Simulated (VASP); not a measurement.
# Hf (Fm-3m) in VASP: further runs

Hf is run at these levels: LDA; tasks: relaxation of cell and atoms.

Program: VASP 6.6.1. These are calculated values, not measurements. Logs are shortened: lines on timing, memory, paths and dates and some standing lists are left out, and cuts for length are marked.

### Step 1. The cell of the first run

The structure is cubic, space group Fm-3m (No. 225). Conventional cell: a = 4.470 Å, b = 4.470 Å, c = 4.470 Å, α = 90.00°, β = 90.00°, γ = 90.00°. Hf (site symmetry m-3m) has 12 Hf at 3.16 Å within 4.2 Å.

This isn't the form of Hf at room conditions, which is hcp.

### Step 2. Relaxation of cell and atoms, LDA

Input file INCAR:

```
  PREC = Accurate
  ENCUT = 500
  EDIFF = 1E-7
  ISMEAR = -1
  SIGMA = 0.05
  LREAL = F
  LASPH = T
  NELM = 120
  ALGO = Normal
  ISIF = 3
  LWAVE = F
  LCHARG = F
  GGA = CA
  IBRION = 2
  NSW = 80
  EDIFFG = -0.01
  GGA_COMPAT = F
  NELMIN = 4
```

Input file KPOINTS:

```
Automatic mesh
0
Gamma
  8 8 8
```

Input file POSCAR:

```
Hf
1.0
    0.0000000000      2.2350000000      2.2350000000
    2.2350000000      0.0000000000      2.2350000000
    2.2350000000      2.2350000000      0.0000000000
Hf
1
Direct
    0.0000000000      0.0000000000      0.0000000000
```

Potentials or basis: VASP PAW LDA potentials, release 64 (Hf_pv).

Launch:

```sh
$ cat potpaw_LDA.64/Hf_pv/POTCAR > POTCAR
$ mpirun -np 1 vasp_std > vasp.out
```

OUTCAR:

```text
PREC = Accurate
   ENCUT = 500
   EDIFF = 1E-7
   ISMEAR = -1
   LREAL = F
   LASPH = T
   NELM = 120
   ISIF = 3
   GGA = CA
   IBRION = 2
   NSW = 80
   EDIFFG = -0.01
   NELMIN = 4

 ion  position               nearest neighbor table
   1  0.000  0.000  0.000-

  LATTYP: Found a face centered cubic cell.
 ALAT       =     4.4700000000

  Lattice vectors:

 A1 = (   0.0000000000,   2.2350000000,   2.2350000000)
 A2 = (   2.2350000000,   0.0000000000,   2.2350000000)
 A3 = (   2.2350000000,   2.2350000000,   0.0000000000)

Analysis of symmetry for initial positions (statically):
=====================================================================
 Subroutine PRICEL returns:
 Original cell was already a primitive cell.

 Routine SETGRP: Setting up the symmetry group for a
 face centered cubic supercell.

 Subroutine GETGRP returns: Found 48 space group operations
 (whereof 48 operations were pure point group operations)
 out of a pool of 48 trial point group operations.

The static configuration has the point symmetry O_h .

Analysis of symmetry for dynamics (positions and initial velocities):
=====================================================================
 Subroutine PRICEL returns:
 Original cell was already a primitive cell.

 Routine SETGRP: Setting up the symmetry group for a
 face centered cubic supercell.

 Subroutine GETGRP returns: Found 48 space group operations
 (whereof 48 operations were pure point group operations)
 out of a pool of 48 trial point group operations.

The dynamic configuration has the point symmetry O_h .

 Subroutine INISYM returns: Found 48 space group operations
 (whereof 48 operations are pure point group operations),
 and found     1 'primitive' translations

----------------------------------------------------------------------------------------

                                     Primitive cell

  volume of cell :      22.3287

  direct lattice vectors                    reciprocal lattice vectors
     0.000000000  2.235000000  2.235000000    -0.223713647  0.223713647  0.223713647
     2.235000000  0.000000000  2.235000000     0.223713647 -0.223713647  0.223713647
     2.235000000  2.235000000  0.000000000     0.223713647  0.223713647 -0.223713647

  length of vectors
     3.160767312  3.160767312  3.160767312     0.387483402  0.387483402  0.387483402

  position of ions in fractional coordinates (direct lattice)
     0.000000000  0.000000000  0.000000000

  ion indices of the primitive-cell ions
   primitive index   ion index
                 1           1

----------------------------------------------------------------------------------------

 KPOINTS: Automatic mesh

Automatic generation of k-mesh.
 Grid dimensions read from file:
 generate k-points for:    8    8    8

 Generating k-lattice:

  Cartesian coordinates                     Fractional coordinates (reciprocal lattice)
    -0.027964206  0.027964206  0.027964206     0.125000000  0.000000000  0.000000000
     0.027964206 -0.027964206  0.027964206     0.000000000  0.125000000  0.000000000
     0.027964206  0.027964206 -0.027964206     0.000000000  0.000000000  0.125000000

  Length of vectors
     0.048435425  0.048435425  0.048435425

  Shift w.r.t. Gamma in fractional coordinates (k-lattice)
     0.000000000  0.000000000  0.000000000

 Subroutine IBZKPT returns following result:
 ===========================================

 Found     29 irreducible k-points:

 Following reciprocal coordinates:
            Coordinates               Weight
  0.000000  0.000000  0.000000      1.000000
  0.125000  0.000000  0.000000      8.000000
  0.250000  0.000000  0.000000      8.000000
  0.375000  0.000000  0.000000      8.000000
  0.500000  0.000000  0.000000      4.000000
  0.125000  0.125000  0.000000      6.000000
[... 16 lines left out ...]
  0.500000  0.250000  0.125000     48.000000
 -0.375000  0.250000  0.125000     24.000000
 [... further k-points ...]
   k-points           NKPTS =     29   k-points in BZ     NKDIM =     29   number of bands    NBANDS=      9
   number of dos      NEDOS =    301   number of ions     NIONS =      1
   total plane-waves  NPLWV =  13824
   dimension x,y,z NGX =    24 NGY =   24 NGZ =   24
   dimension x,y,z NGXF=    48 NGYF=   48 NGZF=   48
   ions per type =               1
   NGX,Y,Z   is equivalent  to a cutoff of  12.62, 12.62, 12.62 a.u.
   NGXF,Y,Z  is equivalent  to a cutoff of  25.25, 25.25, 25.25 a.u.
 SYSTEM =  unknown system
   PREC   = accura    normal or accurate (medium, high low for compatibility)
   ISTART =      0    job   : 0-new  1-cont  2-samecut
   ICHARG =      2    charge: 1-file 2-atom 10-const
   ISPIN  =      1    spin polarized calculation?
   LNONCOLLINEAR =      F non collinear calculations
   LSORBIT =      F    spin-orbit coupling
   LASPH  =      T    aspherical Exc in radial PAW
   ENCUT  =  500.0 eV  36.75 Ry    6.06 a.u.   5.76  5.76  5.76*2*pi/ulx,y,z
   NELM   =    120;   NELMIN=  4; NELMDL= -5     # of ELM steps
   EDIFF  = 0.1E-06   stopping-criterion for ELM
   LREAL  =      F    real-space projection
   EDIFFG = -.1E-01   stopping-criterion for IOM
   NSW    =     80    number of steps for IOM
   IBRION =      2    ionic relax: 0-MD 1-quasi-New 2-CG
   NFREE  =      1    steps in history (QN), initial steepest desc. (CG)
   ISIF   =      3    stress and relaxation
   ISYM   =      2    0-nonsym 1-usesym 2-fastsym
   POTIM  = 0.5000    time-step for ionic-motion
   TEBEG  =    0.0;   TEEND  =   0.0 temperature during run
   PSTRESS=    0.0 pullay stress
   NELECT =      10.0000    total number of electrons
   NUPDOWN=      -1.0000    fix difference up-down
   EMIN   =  10.00;   EMAX   =-10.00  energy-range for DOS
   EFERMI =   0.00;   METHOD = LEGACY
   ISMEAR =    -1;   SIGMA  =   0.05  broadening in eV -4-tet -1-fermi 0-gaus
   EFERMI_NEDOS =   21; number of points for ismear=-14 and -15
   IALGO  =     38    algorithm
   IMIX   =      4    mixing-type and parameters
     AMIX     =   0.40;   BMIX     =  1.00
     AMIX_MAG =   1.60;   BMIX_MAG =  1.00
  volume/ion in A,a.u.               =      22.33       150.68
  Fermi-wavevector in a.u.,A,eV,Ry     =   1.252528  2.366934 21.345165  1.568825
  Thomas-Fermi vector in A             =   2.386424
   LORBIT       =      0    0 simple, 1 ext, 2 COOP (PROOUT), +10 PAW based schemes
   GGA     = CA    functional components
   LHFCALC =     F    Hartree Fock is set to
   AEXX    =    0.0000 exact exchange contribution
   IVDW    =     0    specifies the selected vdW correction
   LEPSILON=     F    determine dielectric tensor
   LRPA    =     F    only Hartree local field effects (RPA)
 conjugate gradient relaxation of ions
 non-spin polarized calculation
  energy-cutoff  :      500.00
  volume of cell :       22.33
 maximum number of plane-waves:       588
   NGX = 11   NGY = 11   NGZ = 11

--------------------------------------- Ionic step        1  -------------------------------------------

 number of electron      10.0000000 magnetization

 number of electron       9.9999999 magnetization

 Free energy of the ion-electron system (eV)
  ---------------------------------------------------
  ext. energy  EPLUGINS =         0.00000000
  ---------------------------------------------------
  free energy    TOTEN  =       -10.58575764 eV

  energy without entropy =      -10.57075211  energy(sigma->0) =      -10.57825488

------------------------ aborting loop because EDIFF is reached ----------------------------------------

  FORCE on cell =-STRESS in cart. coord.  units (eV):
  Direction    XX          YY          ZZ          XY          YZ          ZX
  --------------------------------------------------------------------------------------
  -------------------------------------------------------------------------------------
  Total       -1.0752867     -1.0752867     -1.0752867      0.0000000      0.0000000      0.0000000
  in kB      -77.1564544    -77.1564544    -77.1564544      0.0000000      0.0000000      0.0000000
  external PRESSURE =     -77.1564544 kB  Pullay stress =       0.0000000 kB
[... 90 lines left out ...]
  energy  without entropy=      -10.6161707140  energy(sigma->0) =      -10.62298591

--------------------------------------- Ionic step        4  -------------------------------------------

 number of electron      10.0000001 magnetization

 Free energy of the ion-electron system (eV)
  ---------------------------------------------------
  ext. energy  EPLUGINS =         0.00000000
  ---------------------------------------------------
  free energy    TOTEN  =       -10.62981257 eV

  energy without entropy =      -10.61623777  energy(sigma->0) =      -10.62302517

 E-fermi :   5.2201     XC(G=0): -11.8488

 val. band max:        5.2078850434   @ k =   0.5000   0.2500   0.1250
 cond. band min:       5.2742838286   @ k =  -0.3750   0.1250   0.0000
 fundamental gap:      0.0663987852
 Fermi energy:         5.2201253800

 k-point     1 :       0.0000    0.0000    0.0000
  band No.  band energies     occupation
      1     -24.3390      2.00000
      2     -24.3390      2.00000
      3     -24.3390      2.00000
      4      -2.2049      2.00000
      5       6.5738      0.00000
      6       6.5738      0.00000
      7       6.5738      0.00000
      8       9.6343      0.00000
      9       9.6343      0.00000
[... 265 lines left out ...]
 k-point    24 :      -0.3750    0.2500    0.1250
  band No.  band energies     occupation
      1     -25.2814      2.00000
      2     -24.7737      2.00000
      3     -24.5741      2.00000
      4       2.8160      2.00000
      5       4.2768      2.00000
      6       5.6949      0.00015
      7       7.6299      0.00000
      8      11.3471      0.00000
      9      13.7250      0.00000

 [... further k-points ...]

------------------------ aborting loop because EDIFF is reached ----------------------------------------

  FORCE on cell =-STRESS in cart. coord.  units (eV):
  Direction    XX          YY          ZZ          XY          YZ          ZX
  --------------------------------------------------------------------------------------
  -------------------------------------------------------------------------------------
  Total        0.0044984      0.0044984      0.0044984     -0.0000000      0.0000000     -0.0000000
  in kB        0.3497777      0.3497777      0.3497777     -0.0000000      0.0000000     -0.0000000
  external PRESSURE =       0.3497777 kB  Pullay stress =       0.0000000 kB
[... 16 lines left out ...]
  FREE ENERGIE OF THE ION-ELECTRON SYSTEM (eV)
  ---------------------------------------------------
  free  energy   TOTEN  =       -10.6298125699 eV

  energy  without entropy=      -10.6162377689  energy(sigma->0) =      -10.62302517

 reached required accuracy - stopping structural energy minimisation
```

It took 5.6 s on 1 thread of Intel Xeon 6975P-C (Granite Rapids), shared host; peak memory 0.13 GiB.

What came out:

* Free energy: -10.6298 eV
* Relaxed volume: 20.61 Å³/atom
* Relaxed cell: a = 3.077 Å, b = 3.077 Å, c = 3.077 Å, α = 60.00°, β = 60.00°, γ = 60.00°
* Space group after relaxing (to 0.1 Å): Fm-3m (No. 225)
* Energy gained by relaxing: 44.1 meV/atom
* Ionic steps: 4
* Pressure after relaxing: 0.0 GPa
* Band gap on the k mesh: zero (bands 5 and 6 overlap by 1.75 eV)

Step by step:
| step | energy change (eV) | largest force (eV/Å) | pressure (GPa) | volume (Å³) |
| --- | --- | --- | --- | --- |
| 1 | 0.0000 | 0.0000 | -7.72 | 22.33 |
| 2 | 0.0058 | 0.0000 | 10.89 | 19.03 |
| 3 | -0.0440 | 0.0000 | -0.15 | 20.64 |
| 4 | -0.0441 | 0.0000 | 0.03 | 20.61 |

Final structure:
```cif
data_structure
_symmetry_space_group_name_H-M 'P 1'
_symmetry_Int_Tables_number 1
_cell_length_a 3.0773
_cell_length_b 3.0773
_cell_length_c 3.0773
_cell_angle_alpha 60.000
_cell_angle_beta 60.000
_cell_angle_gamma 60.000
_cell_volume 20.61
loop_
_atom_site_label
_atom_site_type_symbol
_atom_site_fract_x
_atom_site_fract_y
_atom_site_fract_z
_atom_site_occupancy
Hf1 Hf 0.00000 0.00000 0.00000 1
```

Caveat: spin-orbit coupling is left out, which moves the levels of the heavy elements.

### Step 3. Relaxation of cell and atoms, LDA

This run uses another cell than the first one, of 20.62 Å³/atom.

Input file INCAR:

```
ALGO = Normal ; EDIFF = 1E-6
EDIFFG = -0.01 ; ENCUT = 600
IBRION = 2 ; ISIF = 3
ISMEAR = -1 ; LASPH = T
LCHARG = F ; LREAL = F
LWAVE = F ; NELM = 60
NSW = 80 ; PREC = Accurate
SIGMA = 0.05
```

Input file KPOINTS:

```
k-points
0
Gamma
  8 8 8
```

Input file POSCAR:

```
Hf
1.0
    0.0000000000      2.1763661361      2.1763661361
    2.1763661361      0.0000000000      2.1763661361
    2.1763661361      2.1763661361      0.0000000000
Hf
1
Direct
    0.0000000000      0.0000000000      0.0000000000
```

Potentials or basis: VASP PAW LDA potentials, release 64 (Hf_pv).

Launch:

```sh
$ cat potpaw_LDA.64/Hf_pv/POTCAR > POTCAR
$ mpirun -np 1 vasp_std > vasp.out
```

OUTCAR:

```text
EDIFF = 1E-6
   EDIFFG = -0.01
   ENCUT = 600
   IBRION = 2
   ISIF = 3
   ISMEAR = -1
   LASPH = T
   LREAL = F
   NELM = 60
   NSW = 80
   PREC = Accurate

 ion  position               nearest neighbor table
   1  0.000  0.000  0.000-

  LATTYP: Found a face centered cubic cell.
 ALAT       =     4.3527322722

  Lattice vectors:

 A1 = (   0.0000000000,   2.1763661361,   2.1763661361)
 A2 = (   2.1763661361,   0.0000000000,   2.1763661361)
 A3 = (   2.1763661361,   2.1763661361,   0.0000000000)

Analysis of symmetry for initial positions (statically):
=====================================================================
 Subroutine PRICEL returns:
 Original cell was already a primitive cell.

 Routine SETGRP: Setting up the symmetry group for a
 face centered cubic supercell.

 Subroutine GETGRP returns: Found 48 space group operations
 (whereof 48 operations were pure point group operations)
 out of a pool of 48 trial point group operations.

The static configuration has the point symmetry O_h .

Analysis of symmetry for dynamics (positions and initial velocities):
=====================================================================
 Subroutine PRICEL returns:
 Original cell was already a primitive cell.

 Routine SETGRP: Setting up the symmetry group for a
 face centered cubic supercell.

 Subroutine GETGRP returns: Found 48 space group operations
 (whereof 48 operations were pure point group operations)
 out of a pool of 48 trial point group operations.

The dynamic configuration has the point symmetry O_h .

 Subroutine INISYM returns: Found 48 space group operations
 (whereof 48 operations are pure point group operations),
 and found     1 'primitive' translations

----------------------------------------------------------------------------------------

                                     Primitive cell
[... 112 lines left out ...]
  Thomas-Fermi vector in A             =   2.418357
   LORBIT       =      0    0 simple, 1 ext, 2 COOP (PROOUT), +10 PAW based schemes
   GGA     = CA    functional components
   LHFCALC =     F    Hartree Fock is set to
   AEXX    =    0.0000 exact exchange contribution
   IVDW    =     0    specifies the selected vdW correction
   LEPSILON=     F    determine dielectric tensor
   LRPA    =     F    only Hartree local field effects (RPA)
 conjugate gradient relaxation of ions
 non-spin polarized calculation
  energy-cutoff  :      600.00
  volume of cell :       20.62
 maximum number of plane-waves:       701
 NGX is ok and might be reduce to    28
   NGX = 13   NGY = 13   NGZ = 13

 number of electron      10.0000001 magnetization

 Free energy of the ion-electron system (eV)
  ---------------------------------------------------
  ext. energy  EPLUGINS =         0.00000000
  ---------------------------------------------------
  free energy    TOTEN  =       -10.62960624 eV

  energy without entropy =      -10.61601179  energy(sigma->0) =      -10.62280902

 E-fermi :   5.2159     XC(G=0): -11.8462

 val. band max:        5.2040326921   @ k =   0.5000   0.2500   0.1250
 cond. band min:       5.2694084033   @ k =  -0.3750   0.1250   0.0000
 fundamental gap:      0.0653757112
 Fermi energy:         5.2159371151

 k-point     1 :       0.0000    0.0000    0.0000
  band No.  band energies     occupation
      1     -24.3453      2.00000
      2     -24.3453      2.00000
      3     -24.3453      2.00000
      4      -2.2074      2.00000
      5       6.5691      0.00000
      6       6.5691      0.00000
      7       6.5691      0.00000
      8       9.6275      0.00000
      9       9.6275      0.00000
[... 265 lines left out ...]
 k-point    24 :      -0.3750    0.2500    0.1250
  band No.  band energies     occupation
      1     -25.2859      2.00000
      2     -24.7792      2.00000
      3     -24.5799      2.00000
      4       2.8125      2.00000
      5       4.2733      2.00000
      6       5.6898      0.00015
      7       7.6246      0.00000
      8      11.3391      0.00000
      9      13.7152      0.00000

 [... further k-points ...]

------------------------ aborting loop because EDIFF is reached ----------------------------------------

  FORCE on cell =-STRESS in cart. coord.  units (eV):
  Direction    XX          YY          ZZ          XY          YZ          ZX
  --------------------------------------------------------------------------------------
  -------------------------------------------------------------------------------------
  Total       -0.0033490     -0.0033490     -0.0033490      0.0000000      0.0000000     -0.0000000
  in kB       -0.2602546     -0.2602546     -0.2602546      0.0000000      0.0000000     -0.0000000
  external PRESSURE =      -0.2602546 kB  Pullay stress =       0.0000000 kB

 VOLUME and BASIS-vectors are now :
 -----------------------------------------------------------------------------
  energy-cutoff  :      600.00
  volume of cell :       20.62
      direct lattice vectors                 reciprocal lattice vectors
     0.000000000  2.176366136  2.176366136    -0.229740755  0.229740755  0.229740755
     2.176366136  0.000000000  2.176366136     0.229740755 -0.229740755  0.229740755
     2.176366136  2.176366136  0.000000000     0.229740755  0.229740755 -0.229740755

 POSITION                                       TOTAL-FORCE (eV/Angst)
 -----------------------------------------------------------------------------------
      0.00000      0.00000      0.00000        -0.000000      0.000000     -0.000000
 -----------------------------------------------------------------------------------
    total drift:                               -0.000000     -0.000000     -0.000000

  FREE ENERGIE OF THE ION-ELECTRON SYSTEM (eV)
  ---------------------------------------------------
  free  energy   TOTEN  =       -10.6296062437 eV

  energy  without entropy=      -10.6160117902  energy(sigma->0) =      -10.62280902

 reached required accuracy - stopping structural energy minimisation
```

OSZICAR:

```text
N       E                     dE             d eps       ncg     rms          rms(c)
DAV:   1     0.869190378725E+01    0.86919E+01   -0.64460E+03   522   0.116E+03
DAV:   2    -0.106335842260E+02   -0.19325E+02   -0.18622E+02   837   0.143E+02
DAV:   3    -0.109487191891E+02   -0.31513E+00   -0.30733E+00   614   0.135E+01
DAV:   4    -0.109504377582E+02   -0.17186E-02   -0.17160E-02   679   0.916E-01
DAV:   5    -0.109504484171E+02   -0.10659E-04   -0.10659E-04   657   0.481E-02    0.477E+01
DAV:   6    -0.107132989245E+02    0.23715E+00   -0.22583E-01   556   0.383E+00    0.277E+01
DAV:   7    -0.106332411870E+02    0.80058E-01   -0.29847E-01   552   0.428E+00    0.113E+00
DAV:   8    -0.106296024085E+02    0.36388E-02   -0.15381E-02   545   0.108E+00    0.214E-01
DAV:   9    -0.106296060804E+02   -0.36719E-05   -0.16926E-04   588   0.142E-01    0.573E-02
DAV:  10    -0.106296067452E+02   -0.66482E-06   -0.14911E-05   591   0.321E-02    0.567E-02
DAV:  11    -0.106296062437E+02    0.50155E-06   -0.15328E-06   393   0.113E-02
   1 F= -.10629606E+02 E0= -.10622809E+02  d E =-.106296E+02
```

Wall time 9.9 s (1 thread of Intel Xeon 8259CL, shared host); peak memory 0.14 GiB.

What came out:

| Quantity | Value |
| --- | --- |
| Free energy | -10.6296 eV |
| Pressure after relaxing | 0.0 GPa |
| Band gap on the k mesh | zero (bands 5 and 6 overlap by 1.75 eV) |

Final structure:
```
CELL_PARAMETERS angstrom
0.00000 2.17637 2.17637
2.17637 0.00000 2.17637
2.17637 2.17637 0.00000
ATOMIC_POSITIONS crystal
Hf 0.00000 0.00000 0.00000
```

Caveat: the relaxation stopped at its first step, so nothing moved; spin-orbit coupling is left out, which moves the levels of the heavy elements.
